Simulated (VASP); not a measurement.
# Ga2O3 (C2/m) in VASP: notebook

The runs below take Ga2O3 through single point, relaxation of cell and atoms, with BLYP, LDA, r2SCAN.

Everything below comes from runs of VASP 6.6.1. Logs are shortened: lines on timing, memory, paths and dates and some standing lists are left out, and cuts for length are marked.

**1. The cell of the first run**

It takes space group C2/m (No. 12, monoclinic). Conventional cell: a = 12.590 Å, b = 3.112 Å, c = 5.930 Å, α = 90.00°, β = 103.72°, γ = 90.00°. Ga (site symmetry m) has 6 O at 1.98 to 2.14 Å within 2.6 Å. Within 2.5 Å of Ga (site symmetry m) lie 4 O at 1.87 to 1.91 Å. Within 2.5 Å of O (site symmetry m) lie 3 Ga at 1.87 to 1.99 Å. Within 2.5 Å of O (site symmetry m) lie 4 Ga at 1.91 to 2.14 Å. Within 2.5 Å of O (site symmetry m) lie 3 Ga at 1.87 to 1.98 Å.

**2. Single point, BLYP**

Contents of INCAR:

```
  AGGAC = 1.0
  AGGAX = 1.0
  ALDAC = 0.0
  ALDAX = 1.0
  ALGO = Normal
  EDIFF = 1E-7
  ENCUT = 520
  GGA = B5
  ISIF = 2
  ISMEAR = -1
  LASPH = True
  LCHARG = True
  LELF = True
  LREAL = False
  LVHAR = True
  LWAVE = False
  NBANDS = 55
  NELM = 100
  PREC = Accurate
  SIGMA = 0.05
```

Contents of KPOINTS:

```
k-points
0
Gamma
  9 9 5
```

Contents of POSCAR:

```
Ga2O3
1.0
    6.2947578703     -1.5559182037      0.0119951337
    6.2947578703      1.5559182037      0.0119951337
   -1.4175424600      0.0000000000      5.7575752095
Ga O
4 6
Direct
    0.3418759971      0.3418759971      0.6867253555
    0.6581240029      0.6581240029      0.3132746445
    0.9105756668      0.9105756668      0.2063451227
    0.0894243332      0.0894243332      0.7936548773
    0.5042887808      0.5042887808      0.7423045877
    0.4957112192      0.4957112192      0.2576954123
    0.8256890178      0.8256890178      0.4336968660
    0.1743109822      0.1743109822      0.5663031340
    0.8388089929      0.8388089929      0.8913710527
    0.1611910071      0.1611910071      0.1086289473
```

Potentials or basis: VASP PAW PBE potentials, release 64 (Ga_d, O).

Command:

```
$ cat potpaw_PBE.64/Ga_d/POTCAR potpaw_PBE.64/O/POTCAR > POTCAR
$ mpirun -np 1 vasp_std > vasp.out
```

OUTCAR:

```text
EDIFF = 1E-7
   ENCUT = 520
   GGA = B5
   ISIF = 2
   ISMEAR = -1
   LASPH = True
   LREAL = False
   NELM = 100
   PREC = Accurate

 ion  position               nearest neighbor table
   1  0.342  0.342  0.687-   9 1.98   9 1.98   5 1.99   8 2.06   7 2.14   7 2.14
   2  0.658  0.658  0.313-  10 1.98  10 1.98   6 1.99   7 2.06   8 2.14   8 2.14
   3  0.911  0.911  0.206-   9 1.87   6 1.87   6 1.87   7 1.91
   4  0.089  0.089  0.794-  10 1.87   5 1.87   5 1.87   8 1.91
   5  0.504  0.504  0.742-   4 1.87   4 1.87   1 1.99
   6  0.496  0.496  0.258-   3 1.87   3 1.87   2 1.99
   7  0.826  0.826  0.434-   3 1.91   2 2.06   1 2.14   1 2.14
   8  0.174  0.174  0.566-   4 1.91   1 2.06   2 2.14   2 2.14
   9  0.839  0.839  0.891-   3 1.87   1 1.98   1 1.98
  10  0.161  0.161  0.109-   4 1.87   2 1.98   2 1.98

  LATTYP: Found a base centered monoclinic cell.
 ALAT       =    12.5895385982
 B/A-ratio  =     0.2471763666
 C/A-ratio  =     0.4709871457
 COS(beta)  =    -0.2372149154

  Lattice vectors:

 A1 = (   6.2947578703,  -1.5559182037,   0.0119951337)
 A2 = (   6.2947578703,   1.5559182037,   0.0119951337)
 A3 = (  -1.4175424600,   0.0000000000,   5.7575752095)

Analysis of symmetry for initial positions (statically):
=====================================================================
 Subroutine PRICEL returns:
 Original cell was already a primitive cell.

 Routine SETGRP: Setting up the symmetry group for a
 base centered monoclinic supercell.

 Subroutine GETGRP returns: Found  4 space group operations
 (whereof  4 operations were pure point group operations)
 out of a pool of  4 trial point group operations.

The static configuration has the point symmetry C_2h.

Analysis of symmetry for dynamics (positions and initial velocities):
=====================================================================
 Subroutine PRICEL returns:
 Original cell was already a primitive cell.

 Routine SETGRP: Setting up the symmetry group for a
 base centered monoclinic supercell.

 Subroutine GETGRP returns: Found  4 space group operations
 (whereof  4 operations were pure point group operations)
 out of a pool of  4 trial point group operations.

The dynamic configuration has the point symmetry C_2h.

 Subroutine INISYM returns: Found  4 space group operations
 (whereof  4 operations are pure point group operations),
 and found     1 'primitive' translations

----------------------------------------------------------------------------------------

                                     Primitive cell

  volume of cell :     112.8338

  direct lattice vectors                    reciprocal lattice vectors
     6.294757870 -1.555918204  0.011995134     0.079393924 -0.321353654  0.019547163
     6.294757870  1.555918204  0.011995134     0.079393924  0.321353654  0.019547163
    -1.417542460  0.000000000  5.757575209    -0.000330813  0.000000000  0.173602779

  length of vectors
     6.484211747  6.484211747  5.929510850     0.331592608  0.331592608  0.173603094

  position of ions in fractional coordinates (direct lattice)
     0.341875997  0.341875997  0.686725356
     0.658124003  0.658124003  0.313274644
     0.910575667  0.910575667  0.206345123
     0.089424333  0.089424333  0.793654877
     0.504288781  0.504288781  0.742304588
     0.495711219  0.495711219  0.257695412
     0.825689018  0.825689018  0.433696866
     0.174310982  0.174310982  0.566303134
     0.838808993  0.838808993  0.891371053
     0.161191007  0.161191007  0.108628947

  ion indices of the primitive-cell ions
   primitive index   ion index
                 1           1
                 2           2
                 3           3
                 4           4
                 5           5
                 6           6
                 7           7
                 8           8
                 9           9
                10          10

----------------------------------------------------------------------------------------

 KPOINTS: k-points

Automatic generation of k-mesh.
 Grid dimensions read from file:
 generate k-points for:    9    9    5

 Generating k-lattice:

  Cartesian coordinates                     Fractional coordinates (reciprocal lattice)
     0.008821547 -0.035705962  0.002171907     0.111111111  0.000000000  0.000000000
     0.008821547  0.035705962  0.002171907     0.000000000  0.111111111  0.000000000
    -0.000066163  0.000000000  0.034720556     0.000000000  0.000000000  0.200000000

  Length of vectors
     0.036843623  0.036843623  0.034720619

  Shift w.r.t. Gamma in fractional coordinates (k-lattice)
     0.000000000  0.000000000  0.000000000

 Subroutine IBZKPT returns following result:
 ===========================================

 Found    115 irreducible k-points:

 Following reciprocal coordinates:
            Coordinates               Weight
  0.000000  0.000000  0.000000      1.000000
  0.111111  0.000000 -0.000000      4.000000
  0.222222  0.000000 -0.000000      4.000000
  0.333333  0.000000  0.000000      4.000000
  0.444444  0.000000 -0.000000      4.000000
  0.111111  0.111111 -0.000000      2.000000
[... 16 lines left out ...]
 -0.333333  0.333333  0.000000      2.000000
  0.444444  0.444444  0.000000      2.000000
 [... further k-points ...]
   k-points           NKPTS =    115   k-points in BZ     NKDIM =    115   number of bands    NBANDS=     55
   number of dos      NEDOS =    301   number of ions     NIONS =     10
   total plane-waves  NPLWV = 110592
   dimension x,y,z NGX =    48 NGY =   48 NGZ =   48
   dimension x,y,z NGXF=    96 NGYF=   96 NGZF=   96
   ions per type =               4   6
   NGX,Y,Z   is equivalent  to a cutoff of  12.31, 12.31, 13.46 a.u.
   NGXF,Y,Z  is equivalent  to a cutoff of  24.61, 24.61, 26.92 a.u.
 SYSTEM =  unknown system
   PREC   = accura    normal or accurate (medium, high low for compatibility)
   ISTART =      0    job   : 0-new  1-cont  2-samecut
   ICHARG =      2    charge: 1-file 2-atom 10-const
   ISPIN  =      1    spin polarized calculation?
   LNONCOLLINEAR =      F non collinear calculations
   LSORBIT =      F    spin-orbit coupling
   LASPH  =      T    aspherical Exc in radial PAW
   ENCUT  =  520.0 eV  38.22 Ry    6.18 a.u.  12.06 12.06 11.02*2*pi/ulx,y,z
   NELM   =    100;   NELMIN=  2; NELMDL= -5     # of ELM steps
   EDIFF  = 0.1E-06   stopping-criterion for ELM
   LREAL  =      F    real-space projection
   EDIFFG = 0.1E-05   stopping-criterion for IOM
   NSW    =      0    number of steps for IOM
   IBRION =     -1    ionic relax: 0-MD 1-quasi-New 2-CG
   NFREE  =      0    steps in history (QN), initial steepest desc. (CG)
   ISIF   =      2    stress and relaxation
   ISYM   =      2    0-nonsym 1-usesym 2-fastsym
   POTIM  = 0.5000    time-step for ionic-motion
   TEBEG  =    0.0;   TEEND  =   0.0 temperature during run
   PSTRESS=    0.0 pullay stress
   NELECT =      88.0000    total number of electrons
   NUPDOWN=      -1.0000    fix difference up-down
   EMIN   =  10.00;   EMAX   =-10.00  energy-range for DOS
   EFERMI =   0.00;   METHOD = LEGACY
   ISMEAR =    -1;   SIGMA  =   0.05  broadening in eV -4-tet -1-fermi 0-gaus
   EFERMI_NEDOS =   21; number of points for ismear=-14 and -15
   IALGO  =     38    algorithm
   IMIX   =      4    mixing-type and parameters
     AMIX     =   0.40;   BMIX     =  1.00
     AMIX_MAG =   1.60;   BMIX_MAG =  1.00
  volume/ion in A,a.u.               =      11.28        76.14
  Fermi-wavevector in a.u.,A,eV,Ry     =   1.506917  2.847660 30.896097  2.270799
  Thomas-Fermi vector in A             =   2.617572
   LORBIT       =      0    0 simple, 1 ext, 2 COOP (PROOUT), +10 PAW based schemes
   GGA     = B5    functional components
   LHFCALC =     F    Hartree Fock is set to
   AEXX    =    0.0000 exact exchange contribution
   IVDW    =     0    specifies the selected vdW correction
   LEPSILON=     F    determine dielectric tensor
   LRPA    =     F    only Hartree local field effects (RPA)
 non-spin polarized calculation
  energy-cutoff  :      520.00
  volume of cell :      112.83
 maximum number of plane-waves:      3062
   NGX = 25   NGY = 25   NGZ = 23

 number of electron      88.0000008 magnetization

 Free energy of the ion-electron system (eV)
  ---------------------------------------------------
  ext. energy  EPLUGINS =         0.00000000
  ---------------------------------------------------
  free energy    TOTEN  =       -55.66774146 eV

  energy without entropy =      -55.66774146  energy(sigma->0) =      -55.66774146

 E-fermi :   4.5047     XC(G=0): -10.7590

 val. band max:        3.4622011355   @ k =  -0.4444   0.4444   0.4000
 cond. band min:       5.3283186421   @ k =   0.0000   0.0000   0.0000
 fundamental gap:      1.8661175066
 Fermi energy:         4.5047079327

 k-point     1 :       0.0000    0.0000    0.0000
  band No.  band energies     occupation
      1     -14.8473      2.00000
      2     -13.8857      2.00000
      3     -13.8383      2.00000
      4     -13.7493      2.00000
      5     -13.3294      2.00000
      6     -13.3211      2.00000
[... 47 lines left out ...]
     54      15.3905      0.00000
     55      15.4956      0.00000

 k-point     2 :       0.1111    0.0000   -0.0000
  band No.  band energies     occupation
      1     -14.7632      2.00000
      2     -13.8547      2.00000
      3     -13.8401      2.00000
      4     -13.6885      2.00000
      5     -13.3331      2.00000
      6     -13.3271      2.00000
[... 47 lines left out ...]
     54      14.6066      0.00000
     55      14.9874      0.00000
[... 1216 lines left out ...]
     54      14.3311      0.00000
     55      14.5011      0.00000

 k-point    24 :       0.4444    0.4444    0.0000
  band No.  band energies     occupation
      1     -14.5573      2.00000
      2     -14.3936      2.00000
      3     -13.8665      2.00000
      4     -13.5189      2.00000
      5     -13.3351      2.00000
      6     -13.3319      2.00000
[... 47 lines left out ...]
     54      15.1598      0.00000
     55      15.3855      0.00000

 [... further k-points ...]

------------------------ aborting loop because EDIFF is reached ----------------------------------------

  FORCE on cell =-STRESS in cart. coord.  units (eV):
  Direction    XX          YY          ZZ          XY          YZ          ZX
  --------------------------------------------------------------------------------------
  -------------------------------------------------------------------------------------
  Total        1.1621647      1.4337918      1.2371031      0.0000000      0.0000000      0.0351863
  in kB       16.5020974     20.3590531     17.5661814      0.0000000      0.0000000      0.4996264
  external PRESSURE =      18.1424440 kB  Pullay stress =       0.0000000 kB

 VOLUME and BASIS-vectors are now :
 -----------------------------------------------------------------------------
  energy-cutoff  :      520.00
  volume of cell :      112.83
      direct lattice vectors                 reciprocal lattice vectors
     6.294757870 -1.555918204  0.011995134     0.079393924 -0.321353654  0.019547163
     6.294757870  1.555918204  0.011995134     0.079393924  0.321353654  0.019547163
    -1.417542460  0.000000000  5.757575209    -0.000330813  0.000000000  0.173602779

 POSITION                                       TOTAL-FORCE (eV/Angst)
 -----------------------------------------------------------------------------------
      3.33059      0.00000      3.96207         0.001088      0.000000     -0.062215
      7.84138      0.00000      1.81949        -0.001088      0.000000      0.062215
     11.17120      0.00000      1.20989        -0.036622      0.000000      0.011059
      0.00077      0.00000      4.57167         0.036622      0.000000     -0.011059
      5.29650      0.00000      4.28597        -0.092780      0.000000     -0.035914
      5.87547      0.00000      1.49559         0.092780      0.000000      0.035914
      9.78024      0.00000      2.51685        -0.041664      0.000000      0.073555
      1.39173      0.00000      3.26471         0.041664      0.000000     -0.073555
      9.29664      0.00000      5.15226        -0.061476      0.000000     -0.041480
      1.87533      0.00000      0.62931         0.061476      0.000000      0.041480
 -----------------------------------------------------------------------------------
    total drift:                                0.000000      0.000000     -0.000000

  FREE ENERGIE OF THE ION-ELECTRON SYSTEM (eV)
  ---------------------------------------------------
  free  energy   TOTEN  =       -55.6677414628 eV

  energy  without entropy=      -55.6677414621  energy(sigma->0) =      -55.66774146
```

Wall time 32 min (1 thread of Oxide Virtual Turin-like, shared host); peak memory 0.63 GiB.

What came out:

```yaml
Free_energy: -55.6677 eV
Pressure: 1.8 GPa
Largest_force: 0.099 eV/Å
Band_gap_on_the_k_mesh: 1.87 eV (least direct gap 1.88 eV)
```

Forces on the atoms (eV/Å):
```
Ga   0.001  0.000 -0.062
Ga  -0.001  0.000  0.062
Ga  -0.037  0.000  0.011
Ga   0.037  0.000 -0.011
O   -0.093  0.000 -0.036
O    0.093  0.000  0.036
O   -0.042  0.000  0.074
O    0.042  0.000 -0.074
O   -0.061  0.000 -0.041
O    0.061  0.000  0.041
```

Levels at points of the mesh, in eV from the valence-band top:
| k point | band 41 | band 42 | band 43 | band 44 | band 45 | band 46 | band 47 | band 48 |
| --- | --- | --- | --- | --- | --- | --- | --- | --- |
| (0.00, 0.00, 0.00) | -0.61 | -0.43 | -0.26 | -0.01 | 1.87 | 5.20 | 6.00 | 6.37 |

Caveat: the PAW data sets were made with another functional, which shifts forces and pressure a little. A k mesh can miss the band edges.

**3. Relaxation of cell and atoms, LDA**

This run uses another cell than the first one, of 10.44 Å³/atom.

Contents of INCAR:

```
SYSTEM = Ga2O3
  PREC = Accurate
  ENCUT = 600
  EDIFF = 1E-6
  ISMEAR = -1
  SIGMA = 0.05
  LREAL = .FALSE.
  LASPH = .TRUE.
  NELM = 60
  ALGO = Normal
  ISIF = 3
  LWAVE = .FALSE.
  LCHARG = .FALSE.
  GGA = CA
  IBRION = 2
  NSW = 80
  EDIFFG = -0.02
```

Contents of KPOINTS:

```
regular mesh
0
G
  7 7 4
  0 0 0
```

Contents of POSCAR:

```
Ga2O3
1.0
    6.1070000000     -1.5185500000      0.0000000000
    6.1070000000      1.5185500000      0.0000000000
   -1.3859888959      0.0000000000      5.6300087380
Ga O
4 6
Direct
    0.3413400000      0.3413400000      0.6859800000
    0.6586600000      0.6586600000      0.3140200000
    0.9095000000      0.9095000000      0.2054000000
    0.0905000000      0.0905000000      0.7946000000
    0.5041000000      0.5041000000      0.7434000000
    0.4959000000      0.4959000000      0.2566000000
    0.8267000000      0.8267000000      0.4368000000
    0.1733000000      0.1733000000      0.5632000000
    0.8355000000      0.8355000000      0.8902000000
    0.1645000000      0.1645000000      0.1098000000
```

Potentials or basis: VASP PAW LDA potentials, release 64 (Ga_d, O).

Command:

```
$ cat potpaw_LDA.64/Ga_d/POTCAR potpaw_LDA.64/O/POTCAR > POTCAR
$ mpirun -np 1 vasp_std > vasp.out
```

Run time: 1.9 h. Hardware: 1 thread of Oxide Virtual Turin-like, shared host; peak memory 0.44 GiB.

The run converged. Its results:

* Free energy: -68.2544 eV
* Relaxed volume: 10.29 Å³/atom
* Relaxed cell: a = 6.265 Å, b = 6.265 Å, c = 5.763 Å, α = 103.30°, β = 103.30°, γ = 27.92°
* Space group after relaxing (to 0.1 Å): C2/m (No. 12)
* Energy gained by relaxing: 1.4 meV/atom
* Ionic steps: 15
* Pressure after relaxing: 0.0 GPa
* Largest force after relaxing: 0.018 eV/Å
* Band gap on the k mesh: 2.45 eV (least direct gap 2.46 eV)

Forces on the atoms (eV/Å):
```
Ga  -0.011  0.000 -0.015
Ga   0.011  0.000  0.015
Ga  -0.004  0.000  0.010
Ga   0.004  0.000 -0.010
O    0.008  0.000  0.013
O   -0.008  0.000 -0.013
O    0.007  0.000  0.000
O   -0.007  0.000  0.000
O    0.000  0.000  0.007
O    0.000  0.000 -0.007
```

Stress tensor (GPa, compression positive):
```
-0.03  0.00 -0.03
 0.00  0.07  0.00
-0.03  0.00  0.00
```

The path:
```csv
step,energy change (eV),largest force (eV/Å),pressure (GPa),volume (Å³)
1,0.0000,0.0952,-2.66,104.42
2,-0.0015,0.1729,2.67,101.83
3,-0.0120,0.0853,0.05,103.08
4,-0.0120,0.0847,0.09,103.05
5,-0.0129,0.0592,0.01,103.02
6,-0.0129,0.0597,0.01,103.02
7,-0.0133,0.0375,-0.05,103.02
8,-0.0134,0.0517,-0.10,103.02
9,-0.0137,0.0205,0.00,102.97
10,-0.0137,0.0238,0.04,102.94
11,-0.0138,0.0264,0.05,102.93
12,-0.0139,0.0233,-0.05,102.94
13,-0.0139,0.0236,-0.11,102.95
14,-0.0140,0.0210,-0.01,102.93
15,-0.0140,0.0182,0.01,102.88
```

Final structure:
```
Ga O
1.0
     6.07966   -1.51123    0.00732
     6.07966    1.51123    0.00732
    -1.37305    0.00000    5.59717
Ga O
4 6
Direct
  0.34113 0.34113 0.68558
  0.65887 0.65887 0.31442
  0.90921 0.90921 0.20475
  0.09079 0.09079 0.79525
  0.50347 0.50347 0.74397
  0.49653 0.49653 0.25603
  0.82690 0.82690 0.43810
  0.17310 0.17310 0.56190
  0.83400 0.83400 0.89049
  0.16600 0.16600 0.10951
```

Levels at points of the mesh, in eV from the valence-band top:
```csv
k point,band 41,band 42,band 43,band 44,band 45,band 46,band 47,band 48
"(0.00, 0.00, 0.00)",-0.69,-0.51,-0.30,-0.02,2.45,5.62,6.60,6.76
"(0.00, 0.00, 0.50)",-0.72,-0.66,-0.50,-0.31,4.81,4.89,6.74,7.16
```

A k mesh can miss the band edges. Zero-point motion and thermal expansion aren't in these numbers.

(Part 1 of 2 ends here.)
